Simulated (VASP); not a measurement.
**Ge: single point with PBEsol**

Ge:

```
CELL_PARAMETERS angstrom
0.00000 -5.71411 5.18703
4.97134 2.85705 5.18703
-4.97134 2.85705 5.18703
ATOMIC_POSITIONS crystal
Ge 0.16667 0.44326 0.89007
Ge 0.50000 0.77659 0.22341
Ge 0.83333 0.10993 0.55674
Ge 0.00000 0.77659 0.22341
Ge 0.33333 0.10993 0.55674
Ge 0.66667 0.44326 0.89007
Ge 0.16667 0.89007 0.44326
Ge 0.50000 0.22341 0.77659
Ge 0.83333 0.55674 0.10993
Ge 0.33333 0.55674 0.10993
Ge 0.66667 0.89007 0.44326
Ge 0.00000 0.22341 0.77659
Ge 0.48515 0.75741 0.75741
Ge 0.81849 0.09075 0.09075
Ge 0.15182 0.42408 0.42408
Ge 0.84818 0.57592 0.57592
Ge 0.18151 0.90925 0.90925
Ge 0.51485 0.24259 0.24259
Ge 0.34817 0.57591 0.57591
Ge 0.68150 0.90924 0.90924
Ge 0.01484 0.24257 0.24257
Ge 0.98516 0.75743 0.75743
Ge 0.31850 0.09076 0.09076
Ge 0.65183 0.42409 0.42409
```

| Item | Value |
| --- | --- |
| Program | VASP 6.6.1 |
| Task | single point |
| Functional | PBEsol |
| Potentials or basis | VASP PAW PBE potentials, release 64 (Ge_d) |
| Cutoff | 520 eV |
| k mesh | 2 × 2 × 2, shifted |
| Occupations | gaussian, width 0.1 eV |
| Spin | no spin polarisation |
| Dipole correction | no |
| Further INCAR settings | LREAL = Auto; ALGO = Normal; EDIFF = 1e-07; NBANDS = 186; ISYM = 0 |

```yaml
Pressure: -1.1 GPa
Largest_force: 0.220 eV/Å
Band_gap_on_the_k_mesh: zero (band 168 reaches 7.12 eV, above the bottom of band 169 at 7.09 eV)
```

Forces on the atoms (eV/Å):
```
Ge   0.220  0.000  0.000
Ge   0.220  0.000  0.000
Ge   0.220  0.000  0.000
Ge   0.220  0.000  0.000
Ge   0.220  0.000  0.000
Ge   0.220  0.000  0.000
Ge  -0.220  0.000  0.000
Ge  -0.220  0.000  0.000
Ge  -0.220  0.000  0.000
Ge  -0.220  0.000  0.000
Ge  -0.220  0.000  0.000
Ge  -0.220  0.000  0.000
Ge   0.000  0.009  0.095
Ge   0.000  0.009  0.095
Ge   0.000  0.009  0.095
Ge   0.000 -0.009 -0.095
Ge   0.000 -0.009 -0.095
Ge   0.000 -0.009 -0.095
Ge   0.000 -0.009 -0.094
Ge   0.000 -0.009 -0.094
Ge   0.000 -0.009 -0.094
Ge   0.000  0.009  0.094
Ge   0.000  0.009  0.094
Ge   0.000  0.009  0.094
```

Stress tensor (GPa, compression positive):
```
-0.95  0.00  0.00
 0.00 -2.98 -0.12
 0.00 -0.12  0.55
```

Levels at points of the mesh, in eV from the Fermi level:
```
           k point  band 166  band 167  band 168  band 169  band 170  band 171
(0.25, 0.25, 0.25)     -0.20     -0.16      0.04      0.05      0.16      0.21
```

Run time: 15 min on 1 thread of Intel(R) Xeon(R) Platinum 8259CL CPU @ 2.50GHz (Skylake/Cascade Lake) (shared host), peak memory 0.61 GiB.

Caveat: the k points lie up to 0.42 Å⁻¹ apart; the PAW data sets were made with another functional, which shifts forces and pressure a little.
